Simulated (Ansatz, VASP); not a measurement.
BN: VASP beside Ansatz

File POSCAR:

```
BN
1.0
    2.5439665234      0.0000000000      0.0000000000
   -1.2719832617      2.2031396356      0.0000000000
    0.0000000000      0.0000000000      4.2077449346
B N
2 2
Direct
    0.6666666667      0.3333333333      1.0429639664
    0.3333333333      0.6666666667      0.4566352154
    0.6666666667      0.3333333333      0.5628154490
    0.3333333333      0.6666666667      0.1875853692
```

Contents of INCAR.step1:

```
PREC = Accurate
ENCUT = 520
ISMEAR = 0
SIGMA = 0.05
LREAL = False
LASPH = True
NELM = 60
NBANDS = 16
GGA = PE
ALGO = Normal
EDIFF = 1E-4
LWAVE = True
LCHARG = False
```

Contents of INCAR.step2:

```
PREC = Accurate
ENCUT = 520
EDIFF = 1E-6
ISMEAR = 0
SIGMA = 0.05
LREAL = False
LASPH = True
NELM = 60
ALGO = Normal
ISIF = 2
LWAVE = False
LCHARG = False
METAGGA = R2SCAN
LMIXTAU = True
NBANDS = 16
ISTART = 1
```

The input KPOINTS:

```
Automatic mesh
0
Gamma
  12 12 6
```

Input for Ansatz:

```yaml
crystal:
  lattice:
    - [2.5439665234, 0.0, 0.0]
    - [-1.2719832617, 2.2031396356, 0.0]
    - [0.0, 0.0, 4.2077449346]
  atoms:
    - { symbol: B, position: [0.6666666667, 0.3333333333, 1.0429639664] }
    - { symbol: B, position: [0.3333333333, 0.6666666667, 0.4566352154] }
    - { symbol: "N", position: [0.6666666667, 0.3333333333, 0.562815449] }
    - { symbol: "N", position: [0.3333333333, 0.6666666667, 0.1875853692] }
basis:
  ecutwfc: 500
kpoints:
  mp_grid: { grid: [12, 12, 6] }
hamiltonian:
  xc: r2scan
scf:
  occupations: { method: gaussian, width: 0.05 }
output:
  forces: true
  stress: true
  eigenvalues: true
  write_density: true
  write_potential: true
  elf: true
  volumetric_format: npy
```

Change from the starting cell: mode 8 (973.5 1/cm) frozen in, largest displacement +0.263 Å.

Alike in both runs: task single point; functional r2SCAN; k mesh 12 × 12 × 6; occupations gaussian, width 0.05 eV; no spin polarisation.

|  | VASP | Ansatz |
| --- | --- | --- |
| version | VASP 6.6.1 | Ansatz 0.2.0 |
| potentials or method | VASP PAW PBE potentials, release 64 (B, N), cutoff 520 eV | scalar-relativistic, plane waves, PAW |
| valence electrons in the cell | 16 | 16 |

```csv
,VASP,Ansatz,Ansatz less VASP
gap on the k mesh at the Fermi level (eV),3.89,3.89,+0.004
least direct gap on the mesh (eV),5.10,5.12,+0.025
rms of the force components (eV/Å),13.211,13.086,-0.1246
```

VASP's potentials were made for PBE, not for r2SCAN. Atom by atom the forces differ by 0.126 eV/Å (rms over components).
